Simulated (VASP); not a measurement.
# CuSi8Ni8 (a cell with a defect) in VASP: single point with PBE

Aim: the single point of CuSi8Ni8 (a cell with a defect) with PBE.

All numbers are computed with VASP 6.6.1; they aren't measurements. Logs are shortened: lines on timing, memory, paths and dates and some standing lists are left out, and cuts for length are marked.

## Step 1: The cell of the first run

The cell holds a defect, 17 atoms: a = 6.549 Å, b = 7.599 Å, c = 6.160 Å, α = 55.66°, β = 73.38°, γ = 50.96°.

## Step 2: Single point, PBE

Contents of INCAR:

```
SYSTEM = CuSi8Ni8
PREC = Accurate
ENCUT = 520
EDIFF = 1E-7
ISMEAR = 1
SIGMA = 0.1
LREAL = Auto
LASPH = .TRUE.
NELM = 60
ALGO = Normal
ISIF = 2
LWAVE = .FALSE.
LCHARG = .TRUE.
GGA = PE
LELF = .TRUE.
LVHAR = .TRUE.
NBANDS = 76
```

Contents of KPOINTS:

```
regular mesh
0
G
  4 4 4
  0 0 0
```

Contents of POSCAR:

```
CuSi8Ni8
1.0
    0.0000000000      3.3970617500      5.5985038700
    5.1384089300      0.0000000000      5.5985038700
    5.1384089300      3.3970617500      0.0000000000
Si Ni Cu
8 8 1
Direct
    0.2558211369      0.3308750728      0.5000868180
    0.8502868803      0.8747096945      0.8550586289
    0.2616032340      0.1651968639      0.0036427539
    0.6450201844      0.6159777829      0.6493987351
    0.1509183655      0.7396534937      0.5764484538
    0.7041409530      0.2266409346      0.0902143453
    0.3549154898      0.7603817655      0.9235219716
    0.8071328873      0.2650480273      0.4208615700
    0.2472929063      0.4558629888      0.0546977773
    0.6938521728      0.9579225183      0.5047351064
    0.2583270538      0.0444515169      0.4484590386
    0.8164955606      0.5270641072      0.9994169703
    0.0678483949      0.7837203654      0.2066632474
    0.5210103403      0.3048654842      0.7294282188
    0.4409183458      0.7135315126      0.2923903731
    0.9949847903      0.1949741978      0.7798431179
    0.7525996925      0.7506794327      0.2542616046
```

Potentials or basis: VASP PAW PBE potentials, release 64 (Si, Ni, Cu).

Launch:

```sh
> cat potpaw_PBE.64/Si/POTCAR potpaw_PBE.64/Ni/POTCAR potpaw_PBE.64/Cu/POTCAR > POTCAR
> mpirun -np 1 vasp_std > vasp.out
```

OUTCAR:

```text
SYSTEM = CuSi8Ni8
   PREC = Accurate
   ENCUT = 520
   EDIFF = 1E-7
   ISMEAR = 1
   LREAL = Auto
   LASPH = .TRUE.
   NELM = 60
   ISIF = 2
   GGA = PE

 ion  position               nearest neighbor table
   1  0.256  0.331  0.500-  16 2.34   9 2.35  13 2.35  11 2.36  14 2.39  10 2.44   3 2.61  17 2.74
                             5 3.02
   2  0.850  0.875  0.855-  17 2.14  10 2.24  14 2.27   5 2.32   9 2.32  12 2.41  13 2.46   8 2.54
                            16 2.90   7 2.94
   3  0.262  0.165  0.004-  14 2.34   9 2.34  11 2.35  16 2.35  15 2.36  12 2.43   1 2.61  17 2.69
                             7 3.04
   4  0.645  0.616  0.649-  17 2.14  16 2.25  12 2.27   7 2.30  11 2.33  15 2.40  10 2.43   6 2.52
                            14 2.71   5 2.84
   5  0.151  0.740  0.576-  15 2.17  13 2.28   2 2.32  14 2.32  10 2.36   9 2.43  11 2.48   8 2.74
                             4 2.84   7 2.94   1 3.02
   6  0.704  0.227  0.090-  10 2.21  16 2.28   9 2.33  13 2.38  14 2.42   4 2.52   8 2.53  12 2.55
                             7 2.77  17 2.97
   7  0.355  0.760  0.924-  13 2.16  15 2.27   4 2.30  16 2.31  12 2.37  11 2.42   9 2.47   6 2.77
                             2 2.94   5 2.94   3 3.04
   8  0.807  0.265  0.421-  12 2.22  14 2.26  11 2.30  15 2.40  16 2.47   6 2.53   2 2.54  10 2.62
                             5 2.74
   9  0.247  0.456  0.055-   2 2.32   6 2.33   3 2.34   1 2.35   5 2.43   7 2.47  14 2.55  13 2.60
                            12 2.61  11 2.63  10 3.07
  10  0.694  0.958  0.505-   6 2.21   2 2.24   5 2.36   4 2.43   1 2.44  11 2.58  17 2.58   8 2.62
                            13 2.68  12 2.74   9 3.07
  11  0.258  0.044  0.448-   8 2.30   4 2.33   3 2.35   1 2.36   7 2.42   5 2.48  16 2.57  10 2.58
                             9 2.63  15 2.64  17 2.93  12 3.04
  12  0.816  0.527  0.999-   8 2.22   4 2.27   7 2.37   2 2.41   3 2.43   6 2.55   9 2.61  17 2.70
                            15 2.70  10 2.74  16 2.97  11 3.04
  13  0.068  0.784  0.207-  17 2.15   7 2.16   5 2.28  15 2.30   1 2.35   6 2.38   2 2.46  16 2.54
                             9 2.60  10 2.68
  14  0.521  0.305  0.729-   8 2.26   2 2.27   5 2.32   3 2.34   1 2.39   6 2.42  15 2.55   9 2.55
                             4 2.71  16 2.72
  15  0.441  0.714  0.292-  17 2.16   5 2.17   7 2.27  13 2.30   3 2.36   8 2.40   4 2.40  14 2.55
                            11 2.64  12 2.70
  16  0.995  0.195  0.780-   4 2.25   6 2.28   7 2.31   1 2.34   3 2.35   8 2.47  13 2.54  11 2.57
                            14 2.72   2 2.90  12 2.97
  17  0.753  0.751  0.254-   4 2.14   2 2.14  13 2.15  15 2.16  10 2.58   3 2.69  12 2.70   1 2.74
                            11 2.93   6 2.97

  LATTYP: Found a face centered orthorhombic cell.
 ALAT       =     6.7941235000
 B/A-ratio  =     1.5126039231
 C/A-ratio  =     1.6480430095

  Lattice vectors:

 A1 = (   5.1384089300,   0.0000000000,  -5.5985038700)
 A2 = (   0.0000000000,   3.3970617500,  -5.5985038700)
 A3 = (   5.1384089300,   3.3970617500,   0.0000000000)

Analysis of symmetry for initial positions (statically):
[... 172 lines left out ...]
   IALGO  =     38    algorithm
   IMIX   =      4    mixing-type and parameters
     AMIX     =   0.40;   BMIX     =  1.00
     AMIX_MAG =   1.60;   BMIX_MAG =  1.00
  volume/ion in A,a.u.               =      11.50        77.59
  Fermi-wavevector in a.u.,A,eV,Ry     =   1.402917  2.651128 26.778645  1.968175
  Thomas-Fermi vector in A             =   2.525631
   LORBIT       =      0    0 simple, 1 ext, 2 COOP (PROOUT), +10 PAW based schemes
   GGA     = PE    functional components
   LHFCALC =     F    Hartree Fock is set to
   AEXX    =    0.0000 exact exchange contribution
   IVDW    =     0    specifies the selected vdW correction
   LEPSILON=     F    determine dielectric tensor
   LRPA    =     F    only Hartree local field effects (RPA)
 non-spin polarized calculation
 Methfessel and Paxton  Order N= 1 SIGMA  =   0.10
  energy-cutoff  :      520.00
  volume of cell :      195.45
 maximum number of plane-waves:      5282
 NGX is ok and might be reduce to    50
   NGX = 25   NGY = 29   NGZ = 23

 number of electron     123.0000000 magnetization

 Free energy of the ion-electron system (eV)
  ---------------------------------------------------
  ext. energy  EPLUGINS =         0.00000000
  ---------------------------------------------------
  free energy    TOTEN  =       -94.81032276 eV

  energy without entropy =      -94.81213299  energy(sigma->0) =      -94.81092617

 E-fermi :  11.0431     XC(G=0): -12.4888

 val. band max:       11.0410408294   @ k =  -0.2500  -0.2500   0.5000
 cond. band min:      11.0582308032   @ k =   0.5000   0.5000   0.0000
 fundamental gap:      0.0171899738
 Fermi energy:        11.0430750296

 k-point     1 :       0.0000    0.0000    0.0000
  band No.  band energies     occupation
      1      -2.5270      2.00000
      2       0.5323      2.00000
      3       1.3241      2.00000
      4       1.7003      2.00000
      5       2.4247      2.00000
      6       2.5687      2.00000
[... 1813 lines left out ...]
     72      14.1946      0.00000
     73      14.3682      0.00000

 [... further k-points ...]

 [bands above 73 left out]

------------------------ aborting loop because EDIFF is reached ----------------------------------------

  FORCE on cell =-STRESS in cart. coord.  units (eV):
  Direction    XX          YY          ZZ          XY          YZ          ZX
  --------------------------------------------------------------------------------------
  -------------------------------------------------------------------------------------
  Total       17.1020953     14.6023118     23.0467165      3.2691071      1.8348391    -10.6778818
  in kB      140.1928356    119.7010928    188.9233152     26.7982014     15.0409229    -87.5309428
  external PRESSURE =     149.6057479 kB  Pullay stress =       0.0000000 kB

 VOLUME and BASIS-vectors are now :
 -----------------------------------------------------------------------------
  energy-cutoff  :      520.00
  volume of cell :      195.45
      direct lattice vectors                 reciprocal lattice vectors
     0.000000000  3.397061750  5.598503870    -0.097306385  0.147186020  0.089309575
     5.138408930  0.000000000  5.598503870     0.097306385 -0.147186020  0.089309575
     5.138408930  3.397061750  0.000000000     0.097306385  0.147186020 -0.089309575

 POSITION                                       TOTAL-FORCE (eV/Angst)
 -----------------------------------------------------------------------------------
      4.26982      2.56787      3.28462         0.009373      0.005244     -0.006999
      8.88826      5.79316      9.65740        -0.005292      0.007837      0.024923
      0.86757      0.90106      2.38944        -0.004937     -0.005156     -0.013612
      6.50202      4.39722      7.05970         0.019505      0.004346     -0.040734
      6.76267      2.47091      4.98587         0.016268      0.001891      0.002465
      1.62813      2.69847      5.21099        -0.001967     -0.001038      0.011361
[... 9 lines left out ...]
      5.00901      6.02920      6.66199        -0.019824     -0.000137     -0.000289
      5.16380      3.42037      8.41611        -0.000309     -0.003703     -0.005912
 -----------------------------------------------------------------------------------
    total drift:                               -0.001703      0.001809      0.001892

  FREE ENERGIE OF THE ION-ELECTRON SYSTEM (eV)
  ---------------------------------------------------
  free  energy   TOTEN  =       -94.8103227623 eV

  energy  without entropy=      -94.8121329900  energy(sigma->0) =      -94.81092617
```

It took 61 min on 1 thread of Intel Xeon Platinum 8375C at 2.90GHz (Ice Lake), shared host; peak memory 0.57 GiB.

What came out:

```yaml
Free_energy: -94.8103 eV
Pressure: 15.0 GPa
Largest_force: 0.045 eV/Å
Band_gap_on_the_k_mesh: zero (an odd number of electrons rules out a gap without spin polarisation)
```

Forces in eV/Å, atoms in the order of the input:
```
Si   0.009  0.005 -0.007
Si  -0.005  0.008  0.025
Si  -0.005 -0.005 -0.014
Si   0.020  0.004 -0.041
Si   0.016  0.002  0.002
Si  -0.002 -0.001  0.011
Si  -0.020 -0.012  0.025
Si  -0.018  0.009 -0.001
Ni   0.002  0.009 -0.006
Ni  -0.001 -0.018 -0.023
Ni  -0.008 -0.011  0.002
Ni   0.011  0.014  0.027
Ni   0.020  0.000 -0.001
Ni   0.016 -0.003  0.002
Ni  -0.016  0.004  0.003
Ni  -0.020  0.000  0.000
Cu   0.000 -0.004 -0.006
```

Levels at points of the mesh, in eV from the Fermi level:
```
           k point  band 58  band 59  band 60  band 61  band 62  band 63  band 64  band 65  band 66  band 67
(0.00, 0.00, 0.00)    -1.39    -0.91    -0.68    -0.43    -0.33     0.66     1.71     2.35     2.61     2.92
(0.50, 0.00, 0.00)    -0.89    -0.78    -0.56    -0.35    -0.25    -0.18     0.59     0.83     1.16     1.57
(0.00, 0.00, 0.50)    -0.99    -0.78    -0.60    -0.56    -0.44    -0.01     0.56     0.79     1.03     1.73
(0.50, 0.50, 0.50)    -1.02    -0.90    -0.74    -0.53    -0.19    -0.08     0.10     0.95     1.31     1.41
(0.00, 0.50, 0.00)    -1.02    -0.82    -0.68    -0.51    -0.24    -0.07     0.07     0.76     1.19     1.51
(0.50, 0.50, 0.00)    -1.42    -1.00    -0.48    -0.40    -0.15     0.02     0.59     0.65     0.75     1.76
(0.50, 0.00, 0.50)    -1.02    -0.86    -0.77    -0.57     0.34     0.91     1.33     1.52     1.61     1.88
(0.00, 0.50, 0.50)    -1.40    -1.08    -0.18     0.06     0.66     0.83     1.04     1.09     1.41     1.65
```
